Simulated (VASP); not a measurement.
Input of a VASP 6.6.1 run:

The input POSCAR:

```
Ge
1.0
    1.3975921240     -2.6272632312      0.0000000000
    1.3975921240      2.6272632312      0.0000000000
    0.0000000000      0.0000000000      5.2992283745
Ge
2
Direct
    0.5002627511      0.4997372489      0.2500000000
    0.4997372489      0.5002627511      0.7500000000
```

INCAR.step1

```
  PREC = Accurate
  ENCUT = 520
  ISMEAR = 0
  SIGMA = 0.15
  LREAL = False
  LASPH = True
  NELM = 60
  NBANDS = 21
  GGA = PE
  ALGO = Normal
  EDIFF = 1E-4
  LWAVE = True
  LCHARG = False
```

INCAR.step2

```
  PREC = Accurate
  ENCUT = 520
  EDIFF = 1E-6
  ISMEAR = 0
  SIGMA = 0.15
  LREAL = False
  LASPH = True
  NELM = 60
  ALGO = Normal
  ISIF = 2
  LWAVE = False
  LCHARG = False
  METAGGA = R2SCAN
  LMIXTAU = True
  NBANDS = 21
  ISTART = 1
```

File KPOINTS:

```
Automatic mesh
0
Gamma
  24 24 12
```

Potentials or basis: VASP PAW PBE potentials, release 64 (Ge_d).

Launch:

```console
$ cat potpaw_PBE.64/Ge_d/POTCAR > POTCAR
$ cp INCAR.step1 INCAR
$ mpirun -np 1 vasp_std > vasp.out
$ cp INCAR.step2 INCAR
$ mpirun -np 1 vasp_std > vasp.out
```

Problem. Predict the band gap on the k mesh.

Solution. Zero (bands 14 and 15 overlap by 9.52 eV).

Problem. Estimate the pressure.

Solution. -2.6 GPa.

Stress tensor (GPa, compression positive):
```
-2.64  0.00  0.00
 0.00 -4.61  0.00
 0.00  0.00 -0.62
```

Caveat: the cell differs from its parent crystal (strain +0.0400 x Voigt [0, 1, 0, 0, 0, 0]); the PAW data sets were made with another functional, which shifts forces and pressure a little.
